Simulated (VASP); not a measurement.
# InSe (R3m) in VASP: further runs

Runs on InSe. Level: PBEsol. Tasks: single point.

All numbers are computed with VASP 6.6.1; they aren't measurements. Logs are shortened: lines on timing, memory, paths and dates and some standing lists are left out, and cuts for length are marked.

**The experiment to reproduce.**

“The Interaction of Hydrogen with the van der Waals Crystal γ-InSe”, 2020, pmc:7321205 reports, for a bulk crystal of InSe at 300 K: band gap 1.25 eV.

The runs below are set against these values where they give the same quantity.

## 1. The cell of the first run

The structure is trigonal, space group R3m (No. 160). The conventional cell has a = 3.862 Å, b = 3.862 Å, c = 24.446 Å, α = 90.00°, β = 90.00°, γ = 120.00°. Within 3.4 Å of In (site symmetry 3m) lie 3 Se at 2.54 Å and 1 In at 2.72 Å. Within 3.4 Å of In (site symmetry 3m) lie 3 Se at 2.54 Å and 1 In at 2.72 Å. Se (site symmetry 3m) has 3 In at 2.54 Å within 3.4 Å. Within 3.4 Å of Se (site symmetry 3m) lie 3 In at 2.54 Å.

## 2. Single point, PBEsol

Contents of INCAR:

```
ALGO = Normal
EDIFF = 1E-7
ENCUT = 520
GGA = PS
ISIF = 2
ISMEAR = 0
LASPH = T
LCHARG = T
LELF = T
LREAL = F
LVHAR = T
LWAVE = F
NBANDS = 27
NELM = 100
PREC = Accurate
SIGMA = 0.01
```

Contents of KPOINTS:

```
k-points
0
Gamma
  6 6 6
```

Contents of POSCAR:

```
InSe
1.0
    1.9309787692      1.1148515579      8.1487304061
   -1.9309787692      1.1148515579      8.1487304061
    0.0000000000     -2.2297021503      8.1487304061
In Se
2 2
Direct
    0.0000000000      0.0000000000      0.0000000000
    0.1114000000      0.1114000000      0.1114000000
    0.6165000000      0.6165000000      0.6165000000
    0.8281000000      0.8281000000      0.8281000000
```

Potentials or basis: VASP PAW PBE potentials, release 64 (In_d, Se).

Run with:

```bash
$ cat potpaw_PBE.64/In_d/POTCAR potpaw_PBE.64/Se/POTCAR > POTCAR
$ mpirun -np 1 vasp_std > vasp.out
```

OUTCAR:

```text
EDIFF = 1E-7
   ENCUT = 520
   GGA = PS
   ISIF = 2
   ISMEAR = 0
   LASPH = T
   LREAL = F
   NELM = 100
   PREC = Accurate

 ion  position               nearest neighbor table
   1  0.000  0.000  0.000-   3 2.54   3 2.54   3 2.54   2 2.72
   2  0.111  0.111  0.111-   4 2.54   4 2.54   4 2.54   1 2.72
   3  0.617  0.617  0.617-   1 2.54   1 2.54   1 2.54
   4  0.828  0.828  0.828-   2 2.54   2 2.54   2 2.54

  LATTYP: Found a trigonal (rhomboedric) cell.
 ALAT       =     8.4482767612
 COS(alpha) =     0.8955162373

  Lattice vectors:

 A1 = (   1.9309787692,   1.1148515579,   8.1487304061)
 A2 = (  -1.9309787692,   1.1148515579,   8.1487304061)
 A3 = (   0.0000000000,  -2.2297021503,   8.1487304061)

Analysis of symmetry for initial positions (statically):
=====================================================================
 Subroutine PRICEL returns:
 Original cell was already a primitive cell.

 Routine SETGRP: Setting up the symmetry group for a
 trigonal (rhombohedral) supercell.

 Subroutine GETGRP returns: Found  6 space group operations
 (whereof  6 operations were pure point group operations)
 out of a pool of 12 trial point group operations.

The static configuration has the point symmetry C_3v.

Analysis of symmetry for dynamics (positions and initial velocities):
=====================================================================
 Subroutine PRICEL returns:
 Original cell was already a primitive cell.

 Routine SETGRP: Setting up the symmetry group for a
 trigonal (rhombohedral) supercell.

 Subroutine GETGRP returns: Found  6 space group operations
 (whereof  6 operations were pure point group operations)
 out of a pool of 12 trial point group operations.

The dynamic configuration has the point symmetry C_3v.

 Subroutine INISYM returns: Found  6 space group operations
 (whereof  6 operations are pure point group operations),
 and found     1 'primitive' translations

----------------------------------------------------------------------------------------

                                     Primitive cell

  volume of cell :     105.2533

  direct lattice vectors                    reciprocal lattice vectors
     1.930978769  1.114851558  8.148730406     0.258936042  0.149496777  0.040906162
    -1.930978769  1.114851558  8.148730406    -0.258936042  0.149496777  0.040906162
     0.000000000 -2.229702150  8.148730406     0.000000000 -0.298993554  0.040906180

  length of vectors
     8.448276761  8.448276761  8.448276683     0.301778850  0.301778850  0.301778828

  position of ions in fractional coordinates (direct lattice)
     0.000000000  0.000000000  0.000000000
     0.111400000  0.111400000  0.111400000
     0.616500000  0.616500000  0.616500000
     0.828100000  0.828100000  0.828100000

  ion indices of the primitive-cell ions
   primitive index   ion index
                 1           1
                 2           2
                 3           3
                 4           4

----------------------------------------------------------------------------------------

 KPOINTS: k-points

Automatic generation of k-mesh.
 Grid dimensions read from file:
 generate k-points for:    6    6    6

 Generating k-lattice:

  Cartesian coordinates                     Fractional coordinates (reciprocal lattice)
     0.043156007  0.024916130  0.006817694     0.166666667  0.000000000 -0.000000000
    -0.043156007  0.024916130  0.006817694     0.000000000  0.166666667 -0.000000000
     0.000000000 -0.049832259  0.006817697    -0.000000000 -0.000000000  0.166666667

  Length of vectors
     0.050296475  0.050296475  0.050296471

  Shift w.r.t. Gamma in fractional coordinates (k-lattice)
     0.000000000  0.000000000  0.000000000

 Subroutine IBZKPT returns following result:
 ===========================================

 Found     32 irreducible k-points:

 Following reciprocal coordinates:
            Coordinates               Weight
  0.000000  0.000000  0.000000      1.000000
  0.166667 -0.000000 -0.000000      6.000000
  0.333333  0.000000  0.000000      6.000000
  0.500000  0.000000  0.000000      3.000000
  0.166667  0.166667 -0.000000      6.000000
  0.333333  0.166667  0.000000     12.000000
[... 16 lines left out ...]
  0.500000  0.500000  0.166667      6.000000
 -0.333333  0.500000  0.166667     12.000000
 [... further k-points ...]
   k-points           NKPTS =     32   k-points in BZ     NKDIM =     32   number of bands    NBANDS=     27
   number of dos      NEDOS =    301   number of ions     NIONS =      4
   total plane-waves  NPLWV = 262144
   dimension x,y,z NGX =    64 NGY =   64 NGZ =   64
   dimension x,y,z NGXF=   128 NGYF=  128 NGZF=  128
   ions per type =               2   2
   NGX,Y,Z   is equivalent  to a cutoff of  12.59, 12.59, 12.59 a.u.
   NGXF,Y,Z  is equivalent  to a cutoff of  25.19, 25.19, 25.19 a.u.
 SYSTEM =  unknown system
   PREC   = accura    normal or accurate (medium, high low for compatibility)
   ISTART =      0    job   : 0-new  1-cont  2-samecut
   ICHARG =      2    charge: 1-file 2-atom 10-const
   ISPIN  =      1    spin polarized calculation?
   LNONCOLLINEAR =      F non collinear calculations
   LSORBIT =      F    spin-orbit coupling
   LASPH  =      T    aspherical Exc in radial PAW
   ENCUT  =  520.0 eV  38.22 Ry    6.18 a.u.  15.71 15.71 15.71*2*pi/ulx,y,z
   NELM   =    100;   NELMIN=  2; NELMDL= -5     # of ELM steps
   EDIFF  = 0.1E-06   stopping-criterion for ELM
   LREAL  =      F    real-space projection
   EDIFFG = 0.1E-05   stopping-criterion for IOM
   NSW    =      0    number of steps for IOM
   IBRION =     -1    ionic relax: 0-MD 1-quasi-New 2-CG
   NFREE  =      0    steps in history (QN), initial steepest desc. (CG)
   ISIF   =      2    stress and relaxation
   ISYM   =      2    0-nonsym 1-usesym 2-fastsym
   POTIM  = 0.5000    time-step for ionic-motion
   TEBEG  =    0.0;   TEEND  =   0.0 temperature during run
   PSTRESS=    0.0 pullay stress
   NELECT =      38.0000    total number of electrons
   NUPDOWN=      -1.0000    fix difference up-down
   EMIN   =  10.00;   EMAX   =-10.00  energy-range for DOS
   EFERMI =   0.00;   METHOD = LEGACY
   ISMEAR =     0;   SIGMA  =   0.01  broadening in eV -4-tet -1-fermi 0-gaus
   EFERMI_NEDOS =   21; number of points for ismear=-14 and -15
   IALGO  =     38    algorithm
   IMIX   =      4    mixing-type and parameters
     AMIX     =   0.40;   BMIX     =  1.00
     AMIX_MAG =   1.60;   BMIX_MAG =  1.00
  volume/ion in A,a.u.               =      26.31       177.57
  Fermi-wavevector in a.u.,A,eV,Ry     =   1.165711  2.202874 18.488708  1.358882
  Thomas-Fermi vector in A             =   2.302233
   LORBIT       =      0    0 simple, 1 ext, 2 COOP (PROOUT), +10 PAW based schemes
   GGA     = PS    functional components
   LHFCALC =     F    Hartree Fock is set to
   AEXX    =    0.0000 exact exchange contribution
   IVDW    =     0    specifies the selected vdW correction
   LEPSILON=     F    determine dielectric tensor
   LRPA    =     F    only Hartree local field effects (RPA)
 non-spin polarized calculation
 Gauss-broadening in eV      SIGMA  =   0.01
  energy-cutoff  :      520.00
  volume of cell :      105.25
 maximum number of plane-waves:      2866
   NGX = 31   NGY = 31   NGZ = 31

 number of electron      37.9999998 magnetization

 Free energy of the ion-electron system (eV)
  ---------------------------------------------------
  ext. energy  EPLUGINS =         0.00000000
  ---------------------------------------------------
  free energy    TOTEN  =       -15.33479901 eV

  energy without entropy =      -15.33479901  energy(sigma->0) =      -15.33479901

 E-fermi :   5.1780     XC(G=0):  -9.5742

 val. band max:        5.1101917535   @ k =   0.5000   0.5000   0.5000
 cond. band min:       5.7421566141   @ k =   0.5000   0.5000   0.5000
 fundamental gap:      0.6319648606
 Fermi energy:         5.1779818263

 k-point     1 :       0.0000    0.0000    0.0000
  band No.  band energies     occupation
      1      -9.9482      2.00000
      2      -9.7080      2.00000
      3      -9.7080      2.00000
      4      -9.6105      2.00000
      5      -9.6105      2.00000
      6      -9.5724      2.00000
[... 19 lines left out ...]
     26      10.6584      0.00000
     27      12.9149      0.00000

 k-point     2 :       0.1667   -0.0000   -0.0000
  band No.  band energies     occupation
      1     -10.0064      2.00000
      2      -9.8301      2.00000
      3      -9.8223      2.00000
      4      -9.6998      2.00000
      5      -9.5841      2.00000
      6      -9.5833      2.00000
[... 19 lines left out ...]
     26      11.3478      0.00000
     27      11.8651      0.00000

 k-point     3 :       0.3333    0.0000    0.0000
  band No.  band energies     occupation
      1     -10.1618      2.00000
      2     -10.0299      2.00000
      3      -9.8372      2.00000
      4      -9.6952      2.00000
      5      -9.6076      2.00000
      6      -9.5300      2.00000
[... 19 lines left out ...]
     26      11.8264      0.00000
     27      12.5775      0.00000

 k-point     4 :       0.5000    0.0000    0.0000
  band No.  band energies     occupation
      1     -10.2254      2.00000
      2     -10.1032      2.00000
      3      -9.8296      2.00000
      4      -9.6966      2.00000
      5      -9.6188      2.00000
      6      -9.5049      2.00000
[... 19 lines left out ...]
     26      11.6450      0.00000
     27      12.2322      0.00000

 k-point     5 :       0.1667    0.1667   -0.0000
  band No.  band energies     occupation
      1     -10.0046      2.00000
      2      -9.8356      2.00000
      3      -9.8191      2.00000
      4      -9.7000      2.00000
      5      -9.5841      2.00000
      6      -9.5831      2.00000
[... 19 lines left out ...]
     26      11.2837      0.00000
     27      11.9044      0.00000

 k-point     6 :       0.3333    0.1667    0.0000
  band No.  band energies     occupation
      1     -10.1158      2.00000
      2      -9.9895      2.00000
      3      -9.8395      2.00000
      4      -9.7026      2.00000
      5      -9.5920      2.00000
      6      -9.5501      2.00000
[... 444 lines left out ...]
      1     -10.1995      2.00000
      2     -10.1052      2.00000
      3      -9.8282      2.00000
      4      -9.7144      2.00000
      5      -9.5980      2.00000
      6      -9.5197      2.00000
[... 19 lines left out ...]
     26      11.9701      0.00000
     27      12.8875      0.00000

 k-point    22 :      -0.1667    0.3333    0.1667
  band No.  band energies     occupation
      1     -10.2065      2.00000
      2     -10.0972      2.00000
      3      -9.8290      2.00000
      4      -9.7144      2.00000
      5      -9.5980      2.00000
      6      -9.5197      2.00000
[... 19 lines left out ...]
     26      12.4453      0.00000
     27      13.0552      0.00000

 k-point    23 :       0.5000    0.5000    0.1667
  band No.  band energies     occupation
      1     -10.1409      2.00000
      2     -10.0548      2.00000
      3      -9.8342      2.00000
      4      -9.6960      2.00000
      5      -9.6073      2.00000
      6      -9.5296      2.00000
[... 19 lines left out ...]
     26      12.4682      0.00000
     27      12.6277      0.00000

 k-point    24 :      -0.3333    0.5000    0.1667
  band No.  band energies     occupation
      1     -10.1952      2.00000
      2     -10.1099      2.00000
      3      -9.8278      2.00000
      4      -9.7147      2.00000
      5      -9.5980      2.00000
      6      -9.5196      2.00000
[... 19 lines left out ...]
     26      12.4397      0.00000
     27      12.8776      0.00000

 [... further k-points ...]
[... 5 lines left out ...]
  --------------------------------------------------------------------------------------
  -------------------------------------------------------------------------------------
  Total        5.1539605      5.1539616      3.8719263      0.0000000      0.0000002      0.0000000
  in kB       78.4541731     78.4541905     58.9389020      0.0000000      0.0000023      0.0000000
  external PRESSURE =      71.9490885 kB  Pullay stress =       0.0000000 kB

 VOLUME and BASIS-vectors are now :
 -----------------------------------------------------------------------------
  energy-cutoff  :      520.00
  volume of cell :      105.25
      direct lattice vectors                 reciprocal lattice vectors
     1.930978769  1.114851558  8.148730406     0.258936042  0.149496777  0.040906162
    -1.930978769  1.114851558  8.148730406    -0.258936042  0.149496777  0.040906162
     0.000000000 -2.229702150  8.148730406     0.000000000 -0.298993554  0.040906180

 POSITION                                       TOTAL-FORCE (eV/Angst)
 -----------------------------------------------------------------------------------
      0.00000      0.00000      0.00000         0.000000      0.000000      0.792888
      0.00000      0.00000      2.72331         0.000000     -0.000000     -0.807290
      0.00000      0.00000     15.07108         0.000000     -0.000000     -1.023507
      0.00000      0.00000     20.24389         0.000000      0.000000      1.037909
 -----------------------------------------------------------------------------------
    total drift:                               -0.000000     -0.000006     -0.000787

  FREE ENERGIE OF THE ION-ELECTRON SYSTEM (eV)
  ---------------------------------------------------
  free  energy   TOTEN  =       -15.3347990121 eV

  energy  without entropy=      -15.3347990121  energy(sigma->0) =      -15.33479901
```

It took 2.2 min on 1 thread of Intel Xeon 6975P-C (Granite Rapids), shared host; peak memory 0.55 GiB.

What came out:

* Free energy: -15.3348 eV
* Pressure: 7.2 GPa
* Largest force: 1.038 eV/Å
* Band gap on the k mesh: 0.63 eV, direct

Forces in eV/Å, atoms in the order of the input:
```
In   0.000  0.000  0.793
In   0.000  0.000 -0.807
Se   0.000  0.000 -1.024
Se   0.000  0.000  1.038
```

Stress tensor (GPa, compression positive):
```
7.85 0.00 0.00
0.00 7.85 0.00
0.00 0.00 5.89
```

Levels at points of the mesh, in eV from the valence-band top:
| k point | band 15 | band 16 | band 17 | band 18 | band 19 | band 20 | band 21 | band 22 | band 23 | band 24 |
| --- | --- | --- | --- | --- | --- | --- | --- | --- | --- | --- |
| (0.00, 0.00, 0.00) | -1.82 | -1.44 | -1.44 | -1.33 | -1.33 | 1.88 | 2.21 | 4.46 | 4.46 | 5.29 |
| (0.50, 0.00, 0.00) | -3.96 | -2.74 | -2.67 | -2.56 | -1.92 | 1.03 | 2.08 | 3.57 | 3.94 | 5.01 |
| (0.50, 0.50, 0.00) | -3.67 | -3.06 | -2.87 | -2.33 | -1.75 | 1.15 | 1.98 | 3.14 | 3.44 | 4.46 |
| (0.50, 0.50, 0.50) | -1.53 | -1.53 | -1.24 | -1.24 | 0.00 | 0.63 | 2.17 | 4.35 | 4.35 | 5.71 |

Caveat: the PAW data sets were made with another functional, which shifts forces and pressure a little; spin-orbit coupling is left out, which moves the levels of the heavy elements. A k mesh can miss the band edges.

## 3. Single point, PBEsol

This run uses another cell than the first one, of 27.78 Å³/atom, 1.056 times its volume.

Contents of INCAR:

```
PREC = Accurate
ENCUT = 520
EDIFF = 1E-6
ISMEAR = 0
SIGMA = 0.01
LREAL = False
LASPH = True
NELM = 100
ALGO = Normal
ISIF = 2
LWAVE = False
LCHARG = False
GGA = PS
NBANDS = 27
```

Contents of KPOINTS:

```
regular mesh
0
Gamma
  6 6 6
```

Contents of POSCAR:

```
InSe
1.0
    1.9660951450      1.1351260150      8.2969215118
   -1.9660951450      1.1351260150      8.2969215118
    0.0000000000     -2.2702510470      8.2969215118
In Se
2 2
Direct
    0.0000000000      0.0000000000      0.0000000000
    0.1114000000      0.1114000000      0.1114000000
    0.6165000000      0.6165000000      0.6165000000
    0.8281000000      0.8281000000      0.8281000000
```

Potentials or basis: VASP PAW PBE potentials, release 64 (In_d, Se).

Run with:

```bash
$ cat potpaw_PBE.64/In_d/POTCAR potpaw_PBE.64/Se/POTCAR > POTCAR
$ mpirun -np 1 vasp_std > vasp.out
```

Run time: 2.2 min. Hardware: 1 thread of Intel Xeon 6975P-C (Granite Rapids), shared host; peak memory 0.56 GiB.

Results (log left out):

```
Free energy            : -15.5231 eV
Pressure               : 3.2 GPa
Largest force          : 0.543 eV/Å
Band gap on the k mesh : 0.47 eV, direct
```

Forces on the atoms (eV/Å):
```
In   0.000  0.000  0.526
In   0.000  0.000 -0.543
Se   0.000  0.000 -0.510
Se   0.000  0.000  0.527
```

Stress tensor (GPa, compression positive):
```
3.71 0.00 0.00
0.00 3.71 0.00
0.00 0.00 2.27
```

Levels at points of the mesh, in eV from the valence-band top:
```csv
k point,band 16,band 17,band 18,band 19,band 20,band 21,band 22,band 23
"(0.00, 0.00, 0.00)",-1.37,-1.37,-1.27,-1.27,1.75,2.09,4.41,4.41
"(0.50, 0.00, 0.00)",-2.56,-2.51,-2.40,-1.80,1.08,1.99,3.56,3.92
"(0.50, 0.50, 0.00)",-2.86,-2.68,-2.19,-1.63,1.13,1.94,3.17,3.48
"(0.50, 0.50, 0.50)",-1.45,-1.19,-1.19,0.00,0.47,2.11,4.31,4.31
```

Caveat: the PAW data sets were made with another functional, which shifts forces and pressure a little; spin-orbit coupling is left out, which moves the levels of the heavy elements.

[end of part 1 of 2]
